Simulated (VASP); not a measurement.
# BN (F-43m) in VASP: G0W0 quasiparticle levels with r2SCAN

Aim: the G0W0 quasiparticle levels of BN with r2SCAN.

Everything below comes from runs of VASP 6.6.1. Logs are shortened: lines on timing, memory, paths and dates and some standing lists are left out, and cuts for length are marked.

## (1) The cell of the first run

The structure is cubic, space group F-43m (No. 216). The conventional cell has a = 3.610 Å, b = 3.610 Å, c = 3.610 Å, α = 90.00°, β = 90.00°, γ = 90.00°. B (site symmetry -43m) has 4 N at 1.56 Å within 2.1 Å. Within 2.1 Å of N (site symmetry -43m) lie 4 B at 1.56 Å.

## (2) G0W0 quasiparticle levels, r2SCAN

Input file POSCAR:

```
BN
1.0
    0.0000000000      1.8048242572      1.8048242572
    1.8048242572      0.0000000000      1.8048242572
    1.8048242572      1.8048242572      0.0000000000
B N
1 1
Direct
    0.0000000000      0.0000000000      0.0000000000
    0.7500000000      0.7500000000      0.7500000000
```

Input file INCAR.step1:

```
  PREC = Accurate
  ENCUT = 500
  EDIFF = 1E-8
  ISMEAR = 0
  SIGMA = 0.01
  LREAL = F
  LASPH = T
  NELM = 80
  ALGO = Normal
  LWAVE = T
  LCHARG = F
  METAGGA = R2SCAN
  LMIXTAU = T
```

Input file INCAR.step2:

```
  PREC = Accurate
  ENCUT = 500
  EDIFF = 1E-8
  ISMEAR = 0
  SIGMA = 0.01
  LREAL = F
  LASPH = T
  NELM = 1
  ALGO = Exact
  LWAVE = T
  LCHARG = F
  METAGGA = R2SCAN
  LMIXTAU = T
  NBANDS = 91
  LOPTICS = T
  ISTART = 1
```

Input file INCAR.step3:

```
  PREC = Accurate
  ENCUT = 500
  EDIFF = 1E-8
  ISMEAR = 0
  SIGMA = 0.01
  LREAL = F
  LASPH = T
  ALGO = EVGW0
  LWAVE = F
  LCHARG = F
  METAGGA = R2SCAN
  LMIXTAU = T
  NELMGW = 1
  NBANDS = 91
  ENCUTGW = 200
  NOMEGA = 96
  PRECFOCK = Fast
  ISTART = 1
  NBANDSGW = 12
  OMEGAMAX = 20
```

Input file KPOINTS:

```
regular mesh
0
Gamma
  8 8 8
```

Potentials or basis: VASP PAW PBE potentials, release 64 (B_GW, N_GW).

Launch:

```bash
$ cat potpaw_PBE.64/B_GW/POTCAR potpaw_PBE.64/N_GW/POTCAR > POTCAR
$ cp INCAR.step1 INCAR
$ mpirun -np 1 vasp_std > vasp.out
$ cp INCAR.step2 INCAR
$ mpirun -np 1 vasp_std > vasp.out
$ cp INCAR.step3 INCAR
$ mpirun -np 1 vasp_std > vasp.out
```

OUTCAR:

```text
PREC = Accurate
   ENCUT = 500
   EDIFF = 1E-8
   ISMEAR = 0
   LREAL = F
   LASPH = T
   METAGGA = R2SCAN
   NELMGW = 1
   ENCUTGW = 200
   PRECFOCK = Fast
   ISTART = 1

 ion  position               nearest neighbor table
   1  0.000  0.000  0.000-   2 1.56   2 1.56   2 1.56   2 1.56
   2  0.750  0.750  0.750-   1 1.56   1 1.56   1 1.56   1 1.56

  LATTYP: Found a face centered cubic cell.
 ALAT       =     3.6096485144

  Lattice vectors:

 A1 = (   0.0000000000,   1.8048242572,   1.8048242572)
 A2 = (   1.8048242572,   0.0000000000,   1.8048242572)
 A3 = (   1.8048242572,   1.8048242572,   0.0000000000)

Analysis of symmetry for initial positions (statically):
=====================================================================
 Subroutine PRICEL returns:
 Original cell was already a primitive cell.

 Routine SETGRP: Setting up the symmetry group for a
 face centered cubic supercell.

 Subroutine GETGRP returns: Found 24 space group operations
 (whereof 24 operations were pure point group operations)
 out of a pool of 48 trial point group operations.

The static configuration has the point symmetry T_d .

Analysis of symmetry for dynamics (positions and initial velocities):
=====================================================================
 Subroutine PRICEL returns:
 Original cell was already a primitive cell.

 Routine SETGRP: Setting up the symmetry group for a
 face centered cubic supercell.

 Subroutine GETGRP returns: Found 24 space group operations
 (whereof 24 operations were pure point group operations)
 out of a pool of 48 trial point group operations.

The dynamic configuration has the point symmetry T_d .

 Subroutine INISYM returns: Found 24 space group operations
 (whereof 24 operations are pure point group operations),
 and found     1 'primitive' translations

----------------------------------------------------------------------------------------

                                     Primitive cell

  volume of cell :      11.7580

  direct lattice vectors                    reciprocal lattice vectors
     0.000000000  1.804824257  1.804824257    -0.277035284  0.277035284  0.277035284
     1.804824257  0.000000000  1.804824257     0.277035284 -0.277035284  0.277035284
     1.804824257  1.804824257  0.000000000     0.277035284  0.277035284 -0.277035284

  length of vectors
     2.552406942  2.552406942  2.552406942     0.479839187  0.479839187  0.479839187

  position of ions in fractional coordinates (direct lattice)
     0.000000000  0.000000000  0.000000000
     0.750000000  0.750000000  0.750000000

  ion indices of the primitive-cell ions
   primitive index   ion index
                 1           1
                 2           2

----------------------------------------------------------------------------------------

 KPOINTS: regular mesh

Automatic generation of k-mesh.
 Grid dimensions read from file:
 generate k-points for:    8    8    8

 Generating k-lattice:

  Cartesian coordinates                     Fractional coordinates (reciprocal lattice)
    -0.034629410  0.034629410  0.034629410     0.125000000  0.000000000  0.000000000
     0.034629410 -0.034629410  0.034629410     0.000000000  0.125000000  0.000000000
     0.034629410  0.034629410 -0.034629410     0.000000000  0.000000000  0.125000000

  Length of vectors
     0.059979898  0.059979898  0.059979898

  Shift w.r.t. Gamma in fractional coordinates (k-lattice)
     0.000000000  0.000000000  0.000000000

 Subroutine IBZKPT returns following result:
 ===========================================

 Found     29 irreducible k-points:

 Following reciprocal coordinates:
            Coordinates               Weight
  0.000000  0.000000  0.000000      1.000000
  0.125000  0.000000  0.000000      8.000000
  0.250000  0.000000  0.000000      8.000000
  0.375000  0.000000  0.000000      8.000000
  0.500000  0.000000  0.000000      4.000000
  0.125000  0.125000  0.000000      6.000000
[... 16 lines left out ...]
  0.500000  0.250000  0.125000     48.000000
 -0.375000  0.250000  0.125000     24.000000
 [... further k-points ...]
   k-points           NKPTS =     29   k-points in BZ     NKDIM =    512   number of bands    NBANDS=     91
   number of dos      NEDOS =    301   number of ions     NIONS =      2
   total plane-waves  NPLWV =   8000
   dimension x,y,z NGX =    20 NGY =   20 NGZ =   20
   dimension x,y,z NGXF=    40 NGYF=   40 NGZF=   40
   ions per type =               1   1
   NGX,Y,Z   is equivalent  to a cutoff of  13.03, 13.03, 13.03 a.u.
   NGXF,Y,Z  is equivalent  to a cutoff of  26.05, 26.05, 26.05 a.u.
 SYSTEM =  unknown system
   PREC   = accura    normal or accurate (medium, high low for compatibility)
   ISTART =      1    job   : 0-new  1-cont  2-samecut
   ICHARG =      0    charge: 1-file 2-atom 10-const
   ISPIN  =      1    spin polarized calculation?
   LNONCOLLINEAR =      F non collinear calculations
   LSORBIT =      F    spin-orbit coupling
   LASPH  =      T    aspherical Exc in radial PAW
   ENCUT  =  500.0 eV  36.75 Ry    6.06 a.u.   4.65  4.65  4.65*2*pi/ulx,y,z
   NELM   =     60;   NELMIN=  2; NELMDL=  0     # of ELM steps
   EDIFF  = 0.1E-07   stopping-criterion for ELM
   LREAL  =      F    real-space projection
   EDIFFG = 0.1E-06   stopping-criterion for IOM
   NSW    =      0    number of steps for IOM
   IBRION =     -1    ionic relax: 0-MD 1-quasi-New 2-CG
   NFREE  =      0    steps in history (QN), initial steepest desc. (CG)
   ISIF   =      0    stress and relaxation
   ISYM   =      3    0-nonsym 1-usesym 2-fastsym
   POTIM  = 0.5000    time-step for ionic-motion
   TEBEG  =    0.0;   TEEND  =   0.0 temperature during run
   PSTRESS=    0.0 pullay stress
   NELECT =       8.0000    total number of electrons
   NUPDOWN=      -1.0000    fix difference up-down
   EMIN   =  10.00;   EMAX   =-10.00  energy-range for DOS
   EFERMI =   0.00;   METHOD = LEGACY
   ISMEAR =     0;   SIGMA  =   0.01  broadening in eV -4-tet -1-fermi 0-gaus
   EFERMI_NEDOS =   21; number of points for ismear=-14 and -15
   IALGO  =     38    algorithm
   IMIX   =      4    mixing-type and parameters
     AMIX     =   0.40;   BMIX     =  1.00
     AMIX_MAG =   1.60;   BMIX_MAG =  1.00
  volume/ion in A,a.u.               =       5.88        39.67
  Fermi-wavevector in a.u.,A,eV,Ry     =   1.439881  2.720980 28.208375  2.073257
  Thomas-Fermi vector in A             =   2.558687
   LORBIT       =      0    0 simple, 1 ext, 2 COOP (PROOUT), +10 PAW based schemes
   METAGGA = R2SCAN    functional components
   LHFCALC =     T    Hartree Fock is set to
   PRECFOCK=fast      Normal, Fast or Accurate (Low or Medium for compatibility)
   ENCUT4O =  -1.0   cutoff for four orbital integrals eV
   NKREDX  =     1    reduce k-point grid by
   NKREDY  =     1    reduce k-point grid by
   NKREDZ  =     1    reduce k-point grid by
   AEXX    =    1.0000 exact exchange contribution
   HFSCREEN=    0.0000 screening length (either q_TF or 0.3 A-1)
   HFSCREENC=   0.0000 screening length for correlation (either q_TF or 0.3 A-1)
   ENCUTFOCK=  -1.0 apply spherical cutoff to Coloumb kernel
   IVDW    =     0    specifies the selected vdW correction
   LEPSILON=     F    determine dielectric tensor
   LRPA    =     F    only Hartree local field effects (RPA)
   LRPAFORCE           =     F    calculate RPA forces
   ENCUTGW             = 200.0    cutoff for response function in eV
   ENCUTGWSOFT         = 160.0    soft cutoff for Coulomb kernel in GW response function in eV
   ENCUTLF             =  -1.0    cutoff for local field effects
   NELMGW              =     1    number of iterations in solving QP/BSE equation
   NELMHF              =     1    number of iterations in the inner HF iteration
   NKREDLFX            =     1    NKREDLFY  =   1   NKREDLFZ  =   1
 non-spin polarized calculation
 Gauss-broadening in eV      SIGMA  =   0.01
  energy-cutoff  :      500.00
  volume of cell :       11.76
 maximum number of plane-waves:       308
  NGX = 12; NGY = 12; NGZ = 12
   NGX =  9   NGY =  9   NGZ =  9
 maximum number of plane-waves:        84

 QP shifts <psi_nk| G(iteration)W_0 |psi_nk>: iteration 1
 for sc-GW calculations column KS-energies equals QP-energies in previous step
 and V_xc(KS)=  KS-energies - (<T + V_ion + V_H > + <T+V_H+V_ion>^1  + <V_x>^1)

 k-point   1 :       0.0000    0.0000    0.0000
  band No.  KS-energies  QP-energies   sigma(KS)   V_xc(KS)     V^pw_x(r,r')   Z            occupation Imag(sigma)

      1     -14.0168     -15.1614     -18.3444     -16.8934     -26.6644       0.7888       2.0000       1.3278
      2       7.3520       6.5034     -19.5565     -18.5392     -21.9429       0.8341       2.0000       0.0262
      3       7.3520       6.5034     -19.5565     -18.5392     -21.9429       0.8341       2.0000       0.0262
      4       7.3520       6.5034     -19.5565     -18.5392     -21.9429       0.8341       2.0000       0.0262
      5      16.9076      17.7647     -12.1219     -13.1347      -6.9841       0.8463       0.0000      -0.0405
      6      16.9076      17.7647     -12.1219     -13.1347      -6.9841       0.8463       0.0000      -0.0405
      7      16.9076      17.7647     -12.1219     -13.1347      -6.9841       0.8463       0.0000      -0.0405
      8      18.4715      19.2222     -13.9782     -14.8847      -8.3328       0.8281       0.0000      -0.0497
      9      33.5835      33.0544     -10.7574     -10.0953      -3.2498       0.7992       0.0000      -0.4309
     10      36.2337      36.6766     -11.9650     -12.4909      -5.5039       0.8422       0.0000      -0.4416
     11      36.2337      36.6766     -11.9650     -12.4909      -5.5039       0.8422       0.0000      -0.4416
     12      37.2796      36.7586     -10.3842      -9.7640      -3.0278       0.8401       0.0000      -0.9163

 k-point   2 :       0.1250    0.0000    0.0000
  band No.  KS-energies  QP-energies   sigma(KS)   V_xc(KS)     V^pw_x(r,r')   Z            occupation Imag(sigma)
[... 353 lines left out ...]
      1      -8.9671      -9.8141     -19.4958     -18.3776     -26.9273       0.7575       2.0000       0.6267
      2      -2.7672      -4.1289     -17.0915     -15.3458     -21.6660       0.7800       2.0000       0.0844
      3       2.2780       1.0836     -18.2917     -16.8281     -21.7111       0.8162       2.0000       0.0375
      4       3.7505       2.6554     -18.3188     -16.9903     -21.3274       0.8244       2.0000       0.0312
      5      17.7036      18.3684     -12.3386     -13.1263      -7.1893       0.8440       0.0000      -0.0431
      6      19.3431      20.1022     -12.6008     -13.5083      -6.9690       0.8365       0.0000      -0.0489
      7      22.7597      23.7671     -13.8682     -15.1176      -7.4273       0.8064       0.0000      -0.0689
      8      24.3222      25.1911     -13.6574     -14.7479      -6.8404       0.7967       0.0000      -0.0888
      9      28.0852      28.3353     -11.5504     -11.8587      -4.9527       0.8113       0.0000      -0.1408
     10      34.7928      34.9943     -12.4482     -12.6984      -4.6783       0.8055       0.0000      -0.5788
     11      36.4596      36.4888     -11.8685     -11.9044      -4.1137       0.8137       0.0000      -0.7057
     12      39.5101      39.2167     -10.7348     -10.3822      -3.4930       0.8321       0.0000      -0.8286

 [... further k-points ...]
```

Run time: 3.5 min. Hardware: 1 thread of Intel Xeon 6975P-C (Granite Rapids), shared host; peak memory 0.64 GiB.

Results:

```yaml
Quasiparticle_gap: 6.26 eV
Least_direct_quasiparticle_gap: 11.26 eV
Band_gap_of_the_starting_levels_on_the_mesh: 4.99 eV
Least_direct_gap_of_the_starting_levels_on_the_mesh: 9.56 eV
```

Caveat: the k points lie up to 0.38 Å⁻¹ apart; bands, screening cutoff and mesh are small and nothing is extrapolated, so the quasiparticle values aren't converged.
